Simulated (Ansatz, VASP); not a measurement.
# ZrIn2S2: VASP beside Ansatz

```
Zr In S
1.0
     1.63891  -10.41649    0.00000
     1.63891   10.41649    0.00000
     0.00000    0.00000    3.28207
Zr In S
1 2 2
Direct
  0.00000 0.00000 0.00000
  0.17410 0.82590 0.00000
  0.82590 0.17410 0.00000
  0.43041 0.56959 0.50000
  0.56959 0.43041 0.50000
```

Change from the starting cell: species swapped into the Sm2InNi2 type (Cmmm, No. 65).

Alike in both runs: functional PBE; k mesh 6 × 6 × 6; occupations gaussian, width 0.1 eV; no spin polarisation.

Ansatz relaxed the structure, and its values are those at the end. VASP's run is a single point on that final structure, the one shown.

|  | VASP | Ansatz |
| --- | --- | --- |
| version | VASP 6.6.1 | Ansatz 0.2.0 |
| potentials or method | VASP PAW PBE potentials, release 64 (Zr_sv, In_d, S), cutoff 520 eV | scalar-relativistic, plane waves, PAW |
| valence electrons in the cell | 50 | 50 |

VASP gave:

| Property | Result |
| --- | --- |
| gap on the k mesh at the Fermi level (eV) | none |
| pressure (GPa) | -0.1 |

**Question.** What did Ansatz give for the same quantities?

**Answer.** gap on the k mesh at the Fermi level (eV): none; pressure (GPa): 0.0.

A gap of «none» marks a metal or a gap that the smearing closes.
